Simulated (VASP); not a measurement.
# CuO (C2/c) in VASP: notebook, part 2 of 2

VASP 6.6.1.

## (3) Single point, PBEsol+U, collinear spin

INCAR reads:

```
PREC     = Accurate       # precision mode
ENCUT    = 520            # plane-wave cutoff, eV
EDIFF    = 1E-6           # SCF threshold, eV
ISMEAR   = 0              # smearing method
SIGMA    = 0.05           # smearing width, eV
LREAL    = F              # projectors in reciprocal space
LASPH    = T              # aspherical terms in the spheres
NELM     = 150            # most SCF steps
ALGO     = Normal         # electronic algorithm
ISIF     = 2              # what is computed and relaxed
LWAVE    = F              # write WAVECAR
LCHARG   = F              # write CHGCAR
ISPIN    = 2              # spin polarisation
MAGMOM   = 1 1 -1 -1 0 0 0 0 # initial moments
LORBIT   = 11             # projections on sites
LMAXMIX  = 4              # l up to which the mixer works
LDAU     = T              # DFT+U
LDAUTYPE = 2            
LDAUL    = 2 -1           # shell
LDAUU    = 7 0            # U, eV
LDAUJ    = 0 0          
LDAUPRINT= 1            
GGA      = PS             # functional
NBANDS   = 48             # bands
```

KPOINTS reads:

```
Automatic mesh
0
Gamma
  7 4 4
```

POSCAR reads:

```
CuO
1.0
    2.3418496200     -1.7112997200      0.0000000000
    4.6836992400      3.4225994400      0.0000000000
   -0.8500298600      0.0000000000      5.0578691900
Cu O
4 4
Direct
    0.0000000000      0.2500000000      0.0000000000
    0.5000000000      0.0000000000      0.5000000000
    0.0000000000      0.7500000000      0.0000000000
    0.5000000000      0.5000000000      0.5000000000
    0.5816000000      0.2092000000      0.2500000000
    0.4184000000      0.2908000000      0.7500000000
    0.5816000000      0.7092000000      0.2500000000
    0.4184000000      0.7908000000      0.7500000000
```

Potentials or basis: VASP PAW PBE potentials, release 64 (Cu, O).

The run is started by

```bash
$ cat potpaw_PBE.64/Cu/POTCAR potpaw_PBE.64/O/POTCAR > POTCAR
$ mpirun -np 1 vasp_std > vasp.out
```

OUTCAR:

```text
PREC = Accurate
   ENCUT = 520
   EDIFF = 1E-6
   ISMEAR = 0
   LREAL = F
   LASPH = T
   NELM = 150
   ISIF = 2
   ISPIN = 2
   LORBIT = 11
   GGA = PS

 ion  position               nearest neighbor table
   1  0.000  0.250  0.000-   5 1.95   6 1.95   6 1.96   5 1.96
   2  0.500  0.000  0.500-   6 1.95   7 1.95   5 1.96   8 1.96
   3  0.000  0.750  0.000-   7 1.95   8 1.95   8 1.96   7 1.96
   4  0.500  0.500  0.500-   5 1.95   8 1.95   7 1.96   6 1.96
   5  0.582  0.209  0.250-   4 1.95   1 1.95   1 1.96   2 1.96
   6  0.418  0.291  0.750-   2 1.95   1 1.95   1 1.96   4 1.96
   7  0.582  0.709  0.250-   2 1.95   3 1.95   3 1.96   4 1.96
   8  0.418  0.791  0.750-   4 1.95   3 1.95   3 1.96   2 1.96

  LATTYP: Found a triclinic cell.
 ALAT       =     5.1288002014
 B/A-ratio  =     2.2153495271
 C/A-ratio  =     2.4726056341
 COS(alpha) =     0.0151394239
 COS(beta)  =     0.4962497009
 COS(gamma) =     0.8686319583

  Lattice vectors:

 A1 = (  -0.8500298600,   0.0000000000,   5.0578691900)
 A2 = (   0.6417899000,   5.1338991600,  10.1157383800)
 A3 = (  -7.8755787200,  -8.5564986000,   5.0578691900)

Analysis of symmetry for initial positions (statically):
=====================================================================
 Subroutine PRICEL returns following result:

  LATTYP: Found a base centered monoclinic cell.
 ALAT       =     4.6836992400
 B/A-ratio  =     0.7307470580
 C/A-ratio  =     1.0950319264
 COS(beta)  =    -0.1657365907
[... 12 lines left out ...]
 Subroutine GETGRP returns: Found  2 space group operations
 (whereof  2 operations were pure point group operations)
 out of a pool of  2 trial point group operations.

The static configuration has the point symmetry S_2 .

Analysis of symmetry for dynamics (positions and initial velocities):
=====================================================================
 Subroutine PRICEL returns following result:

  LATTYP: Found a base centered monoclinic cell.
 ALAT       =     4.6836992400
 B/A-ratio  =     0.7307470580
 C/A-ratio  =     1.0950319264
 COS(beta)  =    -0.1657365907
[... 12 lines left out ...]
 Subroutine GETGRP returns: Found  2 space group operations
 (whereof  2 operations were pure point group operations)
 out of a pool of  2 trial point group operations.

The dynamic configuration has the point symmetry S_2 .

Analysis of structural, dynamic, and magnetic symmetry:
=====================================================================
 Subroutine PRICEL returns following result:

  LATTYP: Found a base centered monoclinic cell.
 ALAT       =     4.6836992400
 B/A-ratio  =     0.7307470580
 C/A-ratio  =     1.0950319264
 COS(beta)  =    -0.1657365907
[... 154 lines left out ...]
   LRPA    =     F    only Hartree local field effects (RPA)
 spin polarized calculation
 Gauss-broadening in eV      SIGMA  =   0.05
  energy-cutoff  :      520.00
  volume of cell :       81.08
 maximum number of plane-waves:      2211
 NGX is ok and might be reduce to    24
   NGX = 11   NGY = 21   NGZ = 19

 number of electron      68.0000002 magnetization       0.0000032

atom =   1  type =  1  l = 2

 onsite density matrix

spin component  1
[... 116 lines left out ...]
  o =  0.3546  v = -0.1011 -0.5595 -0.0096 -0.7813  0.2575  0.0000  0.0000  0.0000  0.0000  0.0000      0.0000  0.0000  0.0000  0.0000  0.0000  0.0000  0.0000  0.0000  0.0000  0.0000
  o =  0.9641  v =  0.8541  0.1244  0.4656 -0.1899  0.0467  0.0000  0.0000  0.0000  0.0000  0.0000      0.0000  0.0000  0.0000  0.0000  0.0000  0.0000  0.0000  0.0000  0.0000  0.0000
  o =  0.9682  v =  0.0000  0.0000  0.0000  0.0000  0.0000  0.8513  0.0982  0.4862 -0.1704  0.0141      0.0000  0.0000  0.0000  0.0000  0.0000  0.0000  0.0000  0.0000  0.0000  0.0000
  o =  0.9752  v =  0.0039  0.4968 -0.3041 -0.5498 -0.5987  0.0000  0.0000  0.0000  0.0000  0.0000      0.0000  0.0000  0.0000  0.0000  0.0000  0.0000  0.0000  0.0000  0.0000  0.0000
  o =  0.9759  v = -0.1138  0.6239 -0.1082 -0.1860  0.7427  0.0000  0.0000  0.0000  0.0000  0.0000      0.0000  0.0000  0.0000  0.0000  0.0000  0.0000  0.0000  0.0000  0.0000  0.0000
  o =  0.9768  v =  0.0000  0.0000  0.0000  0.0000  0.0000 -0.0158 -0.4560  0.2906  0.5410  0.6439      0.0000  0.0000  0.0000  0.0000  0.0000  0.0000  0.0000  0.0000  0.0000  0.0000
  o =  0.9777  v =  0.0000  0.0000  0.0000  0.0000  0.0000  0.0804 -0.6671  0.0926  0.2234 -0.7000      0.0000  0.0000  0.0000  0.0000  0.0000  0.0000  0.0000  0.0000  0.0000  0.0000
  o =  0.9825  v =  0.4973 -0.1884 -0.8240  0.1291  0.1468  0.0000  0.0000  0.0000  0.0000  0.0000      0.0000  0.0000  0.0000  0.0000  0.0000  0.0000  0.0000  0.0000  0.0000  0.0000
  o =  0.9836  v =  0.0000  0.0000  0.0000  0.0000  0.0000 -0.5096  0.1755  0.8189 -0.1211 -0.1561      0.0000  0.0000  0.0000  0.0000  0.0000  0.0000  0.0000  0.0000  0.0000  0.0000
  o =  1.0330  v =  0.0000  0.0000  0.0000  0.0000  0.0000 -0.0944 -0.5537 -0.0053 -0.7834  0.2661      0.0000  0.0000  0.0000  0.0000  0.0000  0.0000  0.0000  0.0000  0.0000  0.0000

 number of electron      68.0000002 magnetization      -0.0000004

 Free energy of the ion-electron system (eV)
  ---------------------------------------------------
  ext. energy  EPLUGINS =         0.00000000
  ---------------------------------------------------
  free energy    TOTEN  =       -35.25024456 eV

  energy without entropy =      -35.25024456  energy(sigma->0) =      -35.25024456

 E-fermi :   4.8234     XC(G=0): -12.1160

 val. band max:        4.5390638488   @ k =   0.4286   0.0000  -0.0000
 cond. band min:       5.9244927461   @ k =   0.0000   0.5000   0.5000
 fundamental gap:      1.3854288973
 Fermi energy:         4.8233737903

 spin component 1

 k-point     1 :       0.0000    0.0000    0.0000
  band No.  band energies     occupation
      1     -14.0698      1.00000
      2     -13.2100      1.00000
      3     -12.6671      1.00000
      4     -12.3900      1.00000
      5      -3.3383      1.00000
      6      -2.9249      1.00000
[... 2345 lines left out ...]
     45      17.2013      0.00000
     46      18.7208      0.00000

 [... further k-points ...]

 [bands above 46 left out]

------------------------ aborting loop because EDIFF is reached ----------------------------------------

  FORCE on cell =-STRESS in cart. coord.  units (eV):
  Direction    XX          YY          ZZ          XY          YZ          ZX
  --------------------------------------------------------------------------------------
  -------------------------------------------------------------------------------------
  Total       -3.4564263     -2.3397331     -3.6379806      0.0631235     -0.0336094      0.6405820
  in kB      -68.3007098    -46.2342947    -71.8883137      1.2473520     -0.6641388     12.6582196
  external PRESSURE =     -62.1411061 kB  Pullay stress =       0.0000000 kB

 VOLUME and BASIS-vectors are now :
 -----------------------------------------------------------------------------
  energy-cutoff  :      520.00
  volume of cell :       81.08
      direct lattice vectors                 reciprocal lattice vectors
     2.341849620 -1.711299720  0.000000000     0.213506451 -0.292175587  0.035882078
     4.683699240  3.422599440  0.000000000     0.106753225  0.146087793  0.017941039
    -0.850029860  0.000000000  5.057869190     0.000000000  0.000000000  0.197711717

 POSITION                                       TOTAL-FORCE (eV/Angst)
 -----------------------------------------------------------------------------------
      1.17092      0.85565      0.00000         0.010083     -0.127593      0.023327
      0.74591     -0.85565      2.52893        -0.076902     -0.100226     -0.025391
      3.51277      2.56695      0.00000         0.010083     -0.127593      0.023327
      3.08776      0.85565      2.52893        -0.076902     -0.100226     -0.025391
      2.12934     -0.27928      1.26447         0.025069      0.213879      0.050693
      1.70433      0.27928      3.79340         0.041750      0.013940     -0.048629
      4.47119      1.43202      1.26447         0.025069      0.213879      0.050693
      4.04618      1.99058      3.79340         0.041750      0.013940     -0.048629
 -----------------------------------------------------------------------------------
    total drift:                               -0.000126     -0.000129     -0.000022

  FREE ENERGIE OF THE ION-ELECTRON SYSTEM (eV)
  ---------------------------------------------------
  free  energy   TOTEN  =       -35.2502445646 eV

  energy  without entropy=      -35.2502445646  energy(sigma->0) =      -35.25024456

 total charge

# of ion       s       p       d       tot
------------------------------------------
    1        0.379   0.398   9.171   9.948
    2        0.379   0.398   9.169   9.946
    3        0.379   0.398   9.171   9.948
    4        0.379   0.398   9.169   9.946
    5        1.550   3.427   0.000   4.977
    6        1.552   3.422   0.000   4.974
    7        1.550   3.427   0.000   4.977
    8        1.552   3.422   0.000   4.974
--------------------------------------------------
tot          7.721  15.289  36.680  59.690

 magnetization (x)

# of ion       s       p       d       tot
------------------------------------------
    1       -0.004  -0.001   0.687   0.682
    2       -0.001  -0.001   0.687   0.685
    3        0.004   0.001  -0.687  -0.682
    4        0.001   0.001  -0.687  -0.685
    5        0.010   0.110   0.000   0.119
    6        0.008   0.122   0.000   0.130
    7       -0.010  -0.110   0.000  -0.119
    8       -0.008  -0.122   0.000  -0.130
--------------------------------------------------
tot          0.000   0.000   0.000   0.000
```

Wall time 10 min (1 thread of Oxide Virtual Turin-like, shared host); peak memory 0.41 GiB.

Results:

```yaml
Free_energy: -35.2502 eV
Pressure: -6.2 GPa
Largest_force: 0.221 eV/Å
Band_gap_on_the_k_mesh: 1.39 eV
Net_moment: 0.00 μB per cell
Site_moments: Cu +0.68, +0.69, -0.68, -0.69; O +0.12, +0.13, -0.12, -0.13 μB
Valence_electrons_inside_the_program's_atomic_spheres: Cu 9.95; O 4.98, 4.97 (each value once)
```

Forces on the atoms (eV/Å):
```
Cu   0.010 -0.128  0.023
Cu  -0.077 -0.100 -0.025
Cu   0.010 -0.128  0.023
Cu  -0.077 -0.100 -0.025
O    0.025  0.214  0.051
O    0.042  0.014 -0.049
O    0.025  0.214  0.051
O    0.042  0.014 -0.049
```

Levels at points of the mesh, in eV from the valence-band top:
Spin up:
| k point | band 31 | band 32 | band 33 | band 34 | band 35 | band 36 | band 37 | band 38 |
| --- | --- | --- | --- | --- | --- | --- | --- | --- |
| (0.00, 0.00, 0.00) | -1.29 | -1.21 | -0.20 | -0.03 | 2.24 | 2.37 | 2.80 | 5.77 |
| (0.00, 0.50, 0.00) | -1.59 | -1.32 | -0.48 | -0.04 | 2.12 | 2.73 | 4.49 | 4.58 |
| (0.00, 0.00, 0.50) | -1.21 | -1.17 | -0.58 | -0.04 | 2.23 | 2.69 | 4.68 | 4.69 |
| (0.00, 0.50, 0.50) | -1.62 | -1.51 | -1.28 | -0.10 | 1.39 | 2.63 | 5.67 | 5.86 |
Spin down:
```
           k point  band 31  band 32  band 33  band 34  band 35  band 36  band 37  band 38
(0.00, 0.00, 0.00)    -1.29    -1.21    -0.20    -0.03     2.24     2.37     2.80     5.77
(0.00, 0.50, 0.00)    -1.59    -1.32    -0.48    -0.04     2.12     2.73     4.49     4.58
(0.00, 0.00, 0.50)    -1.21    -1.17    -0.58    -0.04     2.23     2.69     4.68     4.69
(0.00, 0.50, 0.50)    -1.62    -1.51    -1.28    -0.10     1.39     2.63     5.67     5.86
```

Eigenvalues of the final occupation matrices:
```
    site  spin  trace               eigenvalues
site 1 d     1   4.94  0.97 0.98 0.98 0.98 1.03
site 1 d     2   4.25  0.36 0.96 0.98 0.98 0.98
site 2 d     1   4.94  0.97 0.98 0.98 0.98 1.03
site 2 d     2   4.25  0.35 0.96 0.98 0.98 0.98
site 3 d     1   4.25  0.36 0.96 0.98 0.98 0.98
site 3 d     2   4.94  0.97 0.98 0.98 0.98 1.03
site 4 d     1   4.25  0.35 0.96 0.98 0.98 0.98
site 4 d     2   4.94  0.97 0.98 0.98 0.98 1.03
```

Caveat: the cell stands under tension; the PAW data sets were made with another functional, which shifts forces and pressure a little; an odd mesh through Γ misses points on the zone boundary, where band edges can lie.
